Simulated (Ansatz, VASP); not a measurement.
# One calculation of Rb, two programs

```
Rb
1.0
     0.00000    5.18987    5.18987
     5.18987    0.00000    5.18987
     5.18987    5.18987    0.00000
Rb
2
Direct
  0.12500 0.12500 0.12500
  0.87500 0.87500 0.87500
```

Alike in both runs: task single point; functional RPBE; k mesh 6 × 6 × 6; occupations fermi-dirac, width 0.1 eV; no spin polarisation.

|  | VASP | Ansatz |
| --- | --- | --- |
| version | VASP 6.6.1 | Ansatz 0.2.0 |
| potentials or method | VASP PAW PBE potentials, release 64 (Rb_sv), cutoff 520 eV | plane waves (420 eV) with PAW, scalar-relativistic |
| valence electrons in the cell | 18 | 18 |

```tsv
	VASP	Ansatz	Ansatz less VASP
pressure (GPa)	0.1	0.1	0.00
```

VASP's potentials were made for PBE, not for RPBE.
